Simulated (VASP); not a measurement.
# Cu (Fd-3m) in VASP: a series of runs, part 2 of 2

VASP 6.6.1. The steps go on from the part before.

## 4. Single point, LDA (volume scaled by 0.8)

INCAR reads:

```
SYSTEM = Cu
ALGO = Normal
EDIFF = 1E-6
ENCUT = 520
GGA = CA
ISIF = 2
ISMEAR = -1
LASPH = .True.
LCHARG = .False.
LREAL = .False.
LWAVE = .False.
NBANDS = 18
NELM = 100
PREC = Accurate
SIGMA = 0.08
```

KPOINTS reads:

```
k-points
0
Gamma
  15 15 15
  0 0 0
```

POSCAR reads:

```
Cu
1.0
    0.0000000000      2.3898124183      2.3898124183
    2.3898124183      0.0000000000      2.3898124183
    2.3898124183      2.3898124183      0.0000000000
Cu
2
Direct
   -0.1250000000     -0.1250000000     -0.1250000000
    0.1250000000      0.1250000000      0.1250000000
```

Potentials or basis: VASP PAW LDA potentials, release 64 (Cu).

On the command line:

```
$ cat potpaw_LDA.64/Cu/POTCAR > POTCAR
$ mpirun -np 1 vasp_std > vasp.out
```

OUTCAR:

```text
SYSTEM = Cu
   EDIFF = 1E-6
   ENCUT = 520
   GGA = CA
   ISIF = 2
   ISMEAR = -1
   LASPH = .True.
   LREAL = .False.
   NELM = 100
   PREC = Accurate

 ion  position               nearest neighbor table
   1  0.875  0.875  0.875-   2 2.07   2 2.07   2 2.07   2 2.07
   2  0.125  0.125  0.125-   1 2.07   1 2.07   1 2.07   1 2.07

  LATTYP: Found a face centered cubic cell.
 ALAT       =     4.7796248366

  Lattice vectors:

 A1 = (   0.0000000000,   2.3898124183,   2.3898124183)
 A2 = (   2.3898124183,   0.0000000000,   2.3898124183)
 A3 = (   2.3898124183,   2.3898124183,   0.0000000000)

Analysis of symmetry for initial positions (statically):
=====================================================================
 Subroutine PRICEL returns:
 Original cell was already a primitive cell.

 Routine SETGRP: Setting up the symmetry group for a
 face centered cubic supercell.

 Subroutine GETGRP returns: Found 48 space group operations
 (whereof 12 operations were pure point group operations)
 out of a pool of 48 trial point group operations.

The static configuration has the point symmetry D_3d.
 The point group associated with its full space group is O_h .

Analysis of symmetry for dynamics (positions and initial velocities):
=====================================================================
 Subroutine PRICEL returns:
 Original cell was already a primitive cell.

 Routine SETGRP: Setting up the symmetry group for a
 face centered cubic supercell.

 Subroutine GETGRP returns: Found 48 space group operations
 (whereof 12 operations were pure point group operations)
 out of a pool of 48 trial point group operations.

The dynamic configuration has the point symmetry D_3d.
 The point group associated with its full space group is O_h .

 Subroutine INISYM returns: Found 48 space group operations
 (whereof 12 operations are pure point group operations),
 and found     1 'primitive' translations

----------------------------------------------------------------------------------------

                                     Primitive cell

  volume of cell :      27.2974

  direct lattice vectors                    reciprocal lattice vectors
     0.000000000  2.389812418  2.389812418    -0.209221442  0.209221442  0.209221442
     2.389812418  0.000000000  2.389812418     0.209221442 -0.209221442  0.209221442
     2.389812418  2.389812418  0.000000000     0.209221442  0.209221442 -0.209221442

  length of vectors
     3.379705133  3.379705133  3.379705133     0.362382167  0.362382167  0.362382167

  position of ions in fractional coordinates (direct lattice)
     0.875000000  0.875000000  0.875000000
     0.125000000  0.125000000  0.125000000

  ion indices of the primitive-cell ions
   primitive index   ion index
                 1           1
                 2           2

----------------------------------------------------------------------------------------

 KPOINTS: k-points

Automatic generation of k-mesh.
 Grid dimensions read from file:
 generate k-points for:   15   15   15

 Generating k-lattice:

  Cartesian coordinates                     Fractional coordinates (reciprocal lattice)
    -0.013948096  0.013948096  0.013948096     0.066666667  0.000000000  0.000000000
     0.013948096 -0.013948096  0.013948096     0.000000000  0.066666667  0.000000000
     0.013948096  0.013948096 -0.013948096     0.000000000  0.000000000  0.066666667

  Length of vectors
     0.024158811  0.024158811  0.024158811

  Shift w.r.t. Gamma in fractional coordinates (k-lattice)
     0.000000000  0.000000000  0.000000000

 Subroutine IBZKPT returns following result:
 ===========================================

 Found    120 irreducible k-points:

 Following reciprocal coordinates:
            Coordinates               Weight
  0.000000  0.000000  0.000000      1.000000
  0.066667  0.000000  0.000000      8.000000
  0.133333  0.000000  0.000000      8.000000
  0.200000  0.000000  0.000000      8.000000
  0.266667  0.000000  0.000000      8.000000
  0.333333  0.000000  0.000000      8.000000
[... 16 lines left out ...]
  0.133333  0.133333  0.000000      6.000000
  0.200000  0.133333  0.000000     24.000000
 [... further k-points ...]
   k-points           NKPTS =    120   k-points in BZ     NKDIM =    120   number of bands    NBANDS=     18
   number of dos      NEDOS =    301   number of ions     NIONS =      2
   total plane-waves  NPLWV =  21952
   dimension x,y,z NGX =    28 NGY =   28 NGZ =   28
   dimension x,y,z NGXF=    56 NGYF=   56 NGZF=   56
   ions per type =               2
   NGX,Y,Z   is equivalent  to a cutoff of  13.77, 13.77, 13.77 a.u.
   NGXF,Y,Z  is equivalent  to a cutoff of  27.55, 27.55, 27.55 a.u.
 SYSTEM =  Cu
   PREC   = accura    normal or accurate (medium, high low for compatibility)
   ISTART =      0    job   : 0-new  1-cont  2-samecut
   ICHARG =      2    charge: 1-file 2-atom 10-const
   ISPIN  =      1    spin polarized calculation?
   LNONCOLLINEAR =      F non collinear calculations
   LSORBIT =      F    spin-orbit coupling
   LASPH  =      T    aspherical Exc in radial PAW
   ENCUT  =  520.0 eV  38.22 Ry    6.18 a.u.   6.28  6.28  6.28*2*pi/ulx,y,z
   NELM   =    100;   NELMIN=  2; NELMDL= -5     # of ELM steps
   EDIFF  = 0.1E-05   stopping-criterion for ELM
   LREAL  =      F    real-space projection
[... 7 lines left out ...]
   TEBEG  =    0.0;   TEEND  =   0.0 temperature during run
   PSTRESS=    0.0 pullay stress
   NELECT =      22.0000    total number of electrons
   NUPDOWN=      -1.0000    fix difference up-down
   EMIN   =  10.00;   EMAX   =-10.00  energy-range for DOS
   EFERMI =   0.00;   METHOD = LEGACY
   ISMEAR =    -1;   SIGMA  =   0.08  broadening in eV -4-tet -1-fermi 0-gaus
   EFERMI_NEDOS =   21; number of points for ismear=-14 and -15
   IALGO  =     38    algorithm
   IMIX   =      4    mixing-type and parameters
     AMIX     =   0.40;   BMIX     =  1.00
     AMIX_MAG =   1.60;   BMIX_MAG =  1.00
  volume/ion in A,a.u.               =      13.65        92.11
  Fermi-wavevector in a.u.,A,eV,Ry     =   1.523498  2.878994 31.579754  2.321046
  Thomas-Fermi vector in A             =   2.631933
   LORBIT       =      0    0 simple, 1 ext, 2 COOP (PROOUT), +10 PAW based schemes
   GGA     = CA    functional components
   LHFCALC =     F    Hartree Fock is set to
   AEXX    =    0.0000 exact exchange contribution
   IVDW    =     0    specifies the selected vdW correction
   LEPSILON=     F    determine dielectric tensor
   LRPA    =     F    only Hartree local field effects (RPA)
 non-spin polarized calculation
  energy-cutoff  :      520.00
  volume of cell :       27.30
 maximum number of plane-waves:       751
 NGX is ok and might be reduce to    28
   NGX = 13   NGY = 13   NGZ = 13

 number of electron      22.0000020 magnetization

 Free energy of the ion-electron system (eV)
  ---------------------------------------------------
  ext. energy  EPLUGINS =         0.00000000
  ---------------------------------------------------
  free energy    TOTEN  =        -6.43419401 eV

  energy without entropy =       -6.41960587  energy(sigma->0) =       -6.42689994

 E-fermi :   5.7856     XC(G=0): -11.9889

 val. band max:        5.7615047362   @ k =  -0.4000   0.4000   0.0667
 cond. band min:       5.8307185120   @ k =  -0.4000   0.2667   0.0000
 fundamental gap:      0.0692137758
 Fermi energy:         5.7856156675

 k-point     1 :       0.0000    0.0000    0.0000
  band No.  band energies     occupation
      1      -2.5623      2.00000
      2       1.3746      2.00000
      3       1.3746      2.00000
      4       1.4306      2.00000
      5       1.4306      2.00000
      6       1.4306      2.00000
[... 10 lines left out ...]
     17      18.6661      0.00000
     18      21.4530      0.00000

 k-point     2 :       0.0667    0.0000    0.0000
  band No.  band energies     occupation
      1      -2.4716      2.00000
      2       1.2942      2.00000
      3       1.2942      2.00000
      4       1.4345      2.00000
      5       1.5297      2.00000
      6       1.5297      2.00000
[... 10 lines left out ...]
     17      19.6100      0.00000
     18      21.5511      0.00000
[... 442 lines left out ...]
 k-point    24 :       0.2000    0.1333    0.0000
  band No.  band energies     occupation
      1      -1.7584      2.00000
      2       0.9744      2.00000
      3       1.4277      2.00000
      4       1.4672      2.00000
      5       1.6119      2.00000
      6       1.8992      2.00000
[... 10 lines left out ...]
     17      22.7251      0.00000
     18      23.1904      0.00000

 [... further k-points ...]
[... 5 lines left out ...]
  --------------------------------------------------------------------------------------
  -------------------------------------------------------------------------------------
  Total        5.2172147      5.2172147      5.2172147      0.0000000      0.0000000      0.0000000
  in kB      306.2159858    306.2159858    306.2159858      0.0000000      0.0000000      0.0000000
  external PRESSURE =     306.2159858 kB  Pullay stress =       0.0000000 kB

 VOLUME and BASIS-vectors are now :
 -----------------------------------------------------------------------------
  energy-cutoff  :      520.00
  volume of cell :       27.30
      direct lattice vectors                 reciprocal lattice vectors
     0.000000000  2.389812418  2.389812418    -0.209221442  0.209221442  0.209221442
     2.389812418  0.000000000  2.389812418     0.209221442 -0.209221442  0.209221442
     2.389812418  2.389812418  0.000000000     0.209221442  0.209221442 -0.209221442

 POSITION                                       TOTAL-FORCE (eV/Angst)
 -----------------------------------------------------------------------------------
      4.18217      4.18217      4.18217        -0.000000     -0.000000     -0.000000
      0.59745      0.59745      0.59745         0.000000      0.000000      0.000000
 -----------------------------------------------------------------------------------
    total drift:                                0.000000      0.000000     -0.000000

  FREE ENERGIE OF THE ION-ELECTRON SYSTEM (eV)
  ---------------------------------------------------
  free  energy   TOTEN  =        -6.4341940061 eV

  energy  without entropy=       -6.4196058727  energy(sigma->0) =       -6.42689994
```

stdout:

```text
POSCAR found type information on POSCAR Cu
 POSCAR found :  1 types and       2 ions
 scaLAPACK will be used
 LDA part: xc-table for (Slater(with rela. corr.)+CA(PZ))
 , standard interpolation
 POSCAR, INCAR and KPOINTS ok, starting setup
 FFT: planning ... GRIDC
 FFT: planning ... GRID_SOFT
 FFT: planning ... GRID
 WAVECAR not read
 entering main loop
```

Wall time 47 s (1 thread of AMD EPYC 9R14 (Zen 4), shared host); peak memory 0.14 GiB.

What came out:

```
Free energy            : -6.4342 eV
Pressure               : 30.6 GPa
Band gap on the k mesh : zero (band 11 reaches 6.44 eV, above the bottom of band 12 at 5.52 eV)
```

Levels at points of the mesh, in eV from the Fermi level:
```
           k point  band 8  band 9  band 10  band 11  band 12  band 13  band 14  band 15
(0.00, 0.00, 0.00)   -2.67   -2.67    -1.53    -1.53    12.37    12.37    12.37    12.88
```
